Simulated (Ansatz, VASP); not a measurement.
# Two plane-wave programs on Ti3H

INCAR

```
SYSTEM = Ti3H
PREC = Accurate
ENCUT = 520
EDIFF = 1E-6
ISMEAR = 0
SIGMA = 0.1
LREAL = .FALSE.
LASPH = .TRUE.
NELM = 80
ALGO = Normal
ISIF = 2
LWAVE = .FALSE.
LCHARG = .FALSE.
LDIPOL = .TRUE.
IDIPOL = 3
DIPOL = 0.5 0.5 0.349
GGA = PE
NBANDS = 26
```

The input KPOINTS:

```
regular mesh
0
G
  10 10 1
  0 0 0
```

The input POSCAR:

```
Ti3H
1.0
    2.8193504947      0.0000000000      0.0000000000
   -0.9397834982      2.6581091378      0.0000000000
    0.0000000000      0.0000000000     21.3259744853
Ti H
3 1
Direct
    0.5000000000      0.5000000000      0.1875646997
    0.0000000000      0.0000000000      0.2892724347
    0.5000000000      0.5000000000      0.3904147260
    1.0000000000      1.0000000000      0.5296815155
```

Input for Ansatz:

```yaml
crystal:
  lattice:
    - [2.8193504947, 0.0, 0.0]
    - [-0.9397834982, 2.6581091378, 0.0]
    - [0.0, 0.0, 21.3259744853]
  atoms:
    - { symbol: Ti, position: [0.5, 0.5, 0.1875646997] }
    - { symbol: Ti, position: [0.0, 0.0, 0.2892724347] }
    - { symbol: Ti, position: [0.5, 0.5, 0.390414726] }
    - { symbol: H, position: [1.0, 1.0, 0.5296815155] }
basis:
  ecutwfc: 420
kpoints:
  mp_grid: { grid: [10, 10, 1] }
hamiltonian:
  xc: pbe
scf:
  occupations: { method: gaussian, width: 0.1 }
output:
  forces: true
  eigenvalues: true
efield:
  axis: 3
  dipole_correction: true
  ramp_width: 0.04
```

Alike in both runs: task single point; functional PBE; k mesh 10 × 10 × 1; occupations gaussian, width 0.1 eV; no spin polarisation.

```csv
,VASP,Ansatz
version,VASP 6.6.1,Ansatz 0.2.0
potentials or method,"VASP PAW PBE potentials, release 64 (Ti_sv, H), cutoff 520 eV","scalar-relativistic, plane waves, PAW"
valence electrons in the cell,37,37
```

```csv
,VASP,Ansatz,Ansatz less VASP
gap on the k mesh at the Fermi level (eV),none,none,-
rms of the force components (eV/Å),0.483,0.486,+0.0030
```

Atom by atom the forces differ by 0.005 eV/Å (rms over components). A gap of «none» marks a metal or a gap that the smearing closes.
